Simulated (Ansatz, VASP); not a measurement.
# Nb2Te in VASP and in Ansatz

```
CELL_PARAMETERS angstrom
5.02966 0.00000 0.00000
-2.51483 4.35582 0.00000
0.00000 0.00000 2.98646
ATOMIC_POSITIONS crystal
Nb 0.33333 0.66667 0.50000
Nb 0.66667 0.33333 0.50000
Te 0.00000 0.00000 0.50000
```

Alike in both runs: functional PBE; k mesh 6 × 6 × 4; occupations gaussian, width 0.1 eV; no spin polarisation.

Ansatz relaxed the structure, and its values are those at the end. VASP's run is a single point on that final structure, the one shown.

```csv
,VASP,Ansatz
version,VASP 6.6.1,Ansatz 0.2.0
potentials or method,"VASP PAW PBE potentials, release 64 (Nb_sv, Te), cutoff 520 eV","scalar-relativistic, plane waves, PAW"
valence electrons in the cell,32,42
```

|  | VASP | Ansatz | Ansatz less VASP |
| --- | --- | --- | --- |
| gap on the k mesh at the Fermi level (eV) | none | none | - |
| pressure (GPa) | 0.0 | 0.2 | +0.18 |

A gap of «none» marks a metal or a gap that the smearing closes. VASP's potentials hold 32 valence electrons a cell and Ansatz's 42, so a difference there can come from the potentials and not from the codes.

The k mesh is coarse, so the values compare programs but aren't converged. Neither program's run includes spin-orbit coupling.
